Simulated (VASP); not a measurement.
Runs of VASP 6.6.1 on TaAs. The structure is that of space group I4_1md (No. 109), or close to it. The cells are those of the table. 

```tsv
cell	k mesh	gap on the mesh (eV)	pressure (GPa)	largest force (eV/Å)
a = 5.935 Å, angles 147.6, 147.6, 46.5°, 4 atoms	18 × 18 × 18	none	32.9	0.01
a = 6.278 Å, angles 148.3, 148.3, 45.4°, 4 atoms	18 × 18 × 18	none	0.7	-
a = 6.025 Å, angles 147.8, 147.8, 46.2°, 4 atoms	18 × 18 × 18	none	22.9	0.01
a = 6.309 Å, angles 148.4, 148.4, 45.3°, 4 atoms	18 × 18 × 18	none	-1.4	0.01
a = 6.353 Å, angles 148.6, 148.6, 45.1°, 4 atoms	8 × 8 × 8	none	-3.2	0.03
a = 3.429, b = 3.429, c = 6.278 Å, angles 105.8, 74.2, 90.0°, 4 atoms	10 × 10 × 6	(a)	0.7	-
a = 6.537 Å, angles 148.8, 148.8, 44.8°, 4 atoms	18 × 18 × 18	none	(b)	-
```

Alike in all rows: task single point; level PBEsol; potentials or basis VASP PAW PBE potentials, release 64 (Ta_pv, As); no spin polarisation; cutoff (eV) 520; smearing gaussian 0.1 eV.

Q: Estimate the missing entries.

A: (a) 0.03; (b) -14.2.

Caveats: the PAW data sets were made with another functional, which shifts forces and pressure a little; spin-orbit coupling is left out, which moves the levels of the heavy elements.

A k mesh can miss the band edges, and the runs leave out spin-orbit coupling on As, Ta.

A gap of «none» marks levels without a gap at the run's occupations.
